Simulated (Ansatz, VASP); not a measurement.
One calculation of TiTc, two programs

```
CELL_PARAMETERS angstrom
3.12033 0.00000 0.00000
0.00000 3.12033 0.00000
0.00000 0.00000 3.12033
ATOMIC_POSITIONS crystal
Ti 0.50000 0.50000 0.50000
Tc 0.00000 0.00000 0.00000
```

Change from the starting cell: volume scaled by 1.01, crystal datasets.

Alike in both runs: task electric field gradients; functional PBEsol; k mesh 12 × 12 × 12; occupations fermi-dirac, width 0.08 eV; no spin polarisation.

```csv
,VASP,Ansatz
version,VASP 6.6.1,Ansatz 0.2.0
potentials or method,"VASP PAW PBE potentials, release 64 (Ti_sv, Tc_pv), cutoff 520 eV","all-electron PAW with datasets made for the crystal, scalar-relativistic"
```

|  | VASP | Ansatz | Ansatz less VASP |
| --- | --- | --- | --- |
| pressure (GPa) | -10.2 | -9.9 | +0.25 |

VASP's potentials were made for PBE, not for PBEsol. Ansatz ran all-electron here, and VASP with PAW potentials.
